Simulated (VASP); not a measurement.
# K (R-3m) in VASP: a series of runs, part 2 of 2

VASP 6.6.1. Earlier steps stand in the parts before.

### Step 4. Single point, PBEsol (equal xy, yz and zx shear strains of +1 %)

INCAR

```
PREC = Accurate ; ENCUT = 520
EDIFF = 1E-6 ; ISMEAR = -1
SIGMA = 0.08 ; LREAL = False
LASPH = True ; NELM = 100
ALGO = Normal ; ISIF = 2
LWAVE = False ; LCHARG = True
GGA = PS ; LELF = True
LVHAR = True ; NBANDS = 10
```

KPOINTS

```
Automatic mesh
0
Gamma
  10 10 10
```

POSCAR

```
K
1.0
   -2.5918200000      2.6180000000      2.6180000000
    2.6180000000     -2.5918200000      2.6180000000
    2.6180000000      2.6180000000     -2.5918200000
K
1
Direct
    0.0000000000      0.0000000000      0.0000000000
```

Potentials or basis: VASP PAW PBE potentials, release 64 (K_sv).

On the command line:

```
$ cat potpaw_PBE.64/K_sv/POTCAR > POTCAR
$ mpirun -np 1 vasp_std > vasp.out
```

OUTCAR:

```text
PREC = Accurate
   ENCUT = 520
   EDIFF = 1E-6
   ISMEAR = -1
   LREAL = False
   LASPH = True
   NELM = 100
   ISIF = 2
   GGA = PS

 ion  position               nearest neighbor table
   1  0.000  0.000  0.000-

  LATTYP: Found a trigonal (rhomboedric) cell.
 ALAT       =     4.5194445358
 COS(alpha) =    -0.3288480252

  Lattice vectors:

 A1 = (  -2.5918200000,   2.6180000000,   2.6180000000)
 A2 = (   2.6180000000,  -2.5918200000,   2.6180000000)
[... 481 lines left out ...]
  band No.  band energies     occupation
      1     -32.0869      2.00000
      2     -15.6594      2.00000
      3     -15.6424      2.00000
      4     -15.6088      2.00000
      5       0.6568      0.00013
      6       1.3073      0.00000
      7       1.7452      0.00000
      8       4.5455      0.00000
      9       5.1912      0.00000
     10       5.4879      0.00000

 [... further k-points ...]
[... 5 lines left out ...]
  --------------------------------------------------------------------------------------
  -------------------------------------------------------------------------------------
  Total       -0.0197030     -0.0197030     -0.0197030     -0.0115659     -0.0115659     -0.0115659
  in kB       -0.4398525     -0.4398525     -0.4398525     -0.2581984     -0.2581984     -0.2581984
  external PRESSURE =      -0.4398525 kB  Pullay stress =       0.0000000 kB

 VOLUME and BASIS-vectors are now :
 -----------------------------------------------------------------------------
  energy-cutoff  :      520.00
  volume of cell :       71.77
      direct lattice vectors                 reciprocal lattice vectors
    -2.591820000  2.618000000  2.618000000    -0.001900448  0.190044764  0.190044764
     2.618000000 -2.591820000  2.618000000     0.190044764 -0.001900448  0.190044764
     2.618000000  2.618000000 -2.591820000     0.190044764  0.190044764 -0.001900448

 POSITION                                       TOTAL-FORCE (eV/Angst)
 -----------------------------------------------------------------------------------
      0.00000      0.00000      0.00000        -0.000000      0.000000      0.000000
 -----------------------------------------------------------------------------------
    total drift:                               -0.000000      0.000000      0.000000

  FREE ENERGIE OF THE ION-ELECTRON SYSTEM (eV)
  ---------------------------------------------------
  free  energy   TOTEN  =        -1.1398172057 eV

  energy  without entropy=       -1.1217151583  energy(sigma->0) =       -1.13076618
```

OSZICAR:

```text
N       E                     dE             d eps       ncg     rms          rms(c)
DAV:   1     0.462916640837E+02    0.46292E+02   -0.35760E+03  2320   0.687E+02
DAV:   2     0.468301529761E+00   -0.45823E+02   -0.45168E+02  2500   0.192E+02
DAV:   3    -0.108959678738E+01   -0.15579E+01   -0.15518E+01  3694   0.281E+01
DAV:   4    -0.114079097180E+01   -0.51194E-01   -0.51026E-01  3132   0.421E+00
DAV:   5    -0.114208544707E+01   -0.12945E-02   -0.12943E-02  3688   0.470E-01    0.200E+00
DAV:   6    -0.114021871007E+01    0.18667E-02   -0.36335E-03  3510   0.412E-01    0.130E+00
DAV:   7    -0.113979265292E+01    0.42606E-03   -0.60391E-03  3418   0.491E-01    0.887E-02
DAV:   8    -0.113980249495E+01   -0.98420E-05   -0.43983E-04  3176   0.226E-01    0.282E-02
DAV:   9    -0.113981907105E+01   -0.16576E-04   -0.21365E-05  3104   0.407E-02    0.175E-02
DAV:  10    -0.113981752315E+01    0.15479E-05   -0.71006E-06  3492   0.208E-02    0.333E-03
DAV:  11    -0.113981720573E+01    0.31742E-06   -0.10490E-07  1676   0.307E-03
   1 F= -.11398172E+01 E0= -.11307662E+01  d E =-.181020E-01
```

stdout:

```text
POSCAR found type information on POSCAR K
 POSCAR found :  1 types and       1 ions
 scaLAPACK will be used
 -----------------------------------------------------------------------------
|                                                                             |
|                                                                             |
|     You enforced a specific xc type in the INCAR file but a different       |
|     I HOPE YOU KNOW WHAT YOU ARE DOING!                                     |
|                                                                             |
 -----------------------------------------------------------------------------

 LDA part: xc-table for (Slater+PW92), standard interpolation
 POSCAR, INCAR and KPOINTS ok, starting setup
 FFT: planning ... GRIDC
 FFT: planning ... GRID_SOFT
 FFT: planning ... GRID
 WAVECAR not read
 entering main loop
```

Wall time 96 s (1 thread of AMD EPYC 7R13, shared host); peak memory 0.24 GiB.

What came out:

* Free energy: -1.1398 eV
* Pressure: 0.0 GPa
* Band gap on the k mesh: zero (an odd number of electrons rules out a gap without spin polarisation)

Levels at points of the mesh, in eV from the Fermi level:
```tsv
k point	band 1	band 2	band 3	band 4	band 5	band 6	band 7	band 8
(0.00, 0.00, 0.00)	-31.98	-15.48	-15.48	-15.48	-2.19	4.30	4.30	4.37
(0.50, 0.00, 0.00)	-31.97	-15.56	-15.51	-15.48	0.42	0.67	3.18	4.96
(0.50, 0.50, 0.00)	-31.97	-15.56	-15.51	-15.48	0.47	0.73	3.17	4.90
(0.50, 0.50, 0.50)	-31.97	-15.54	-15.54	-15.53	1.67	1.67	3.54	3.54
```

Caveat: the cell differs from its parent crystal (equal xy, yz and zx shear strains of +1 %); the PAW data sets were made with another functional, which shifts forces and pressure a little.

### Step 5. The runs side by side

| cell | gap on the mesh (eV) | pressure (GPa) |
| --- | --- | --- |
| a = 4.565 Å, angles 110.0°, 1 atom | none | 0.0 |
| a = 4.550 Å, angles 109.7°, 1 atom | none | 0.0 |
| a = 4.519 Å, angles 109.2°, 1 atom | none | 0.0 |

Alike in all rows: task single point; level PBEsol; potentials or basis VASP PAW PBE potentials, release 64 (K_sv); no spin polarisation; k mesh 10 × 10 × 10; cutoff (eV) 520; smearing fermi-dirac 0.08 eV.

Caveats: the PAW data sets were made with another functional, which shifts forces and pressure a little.

Absolute energies hang on the potentials; compare differences alone.
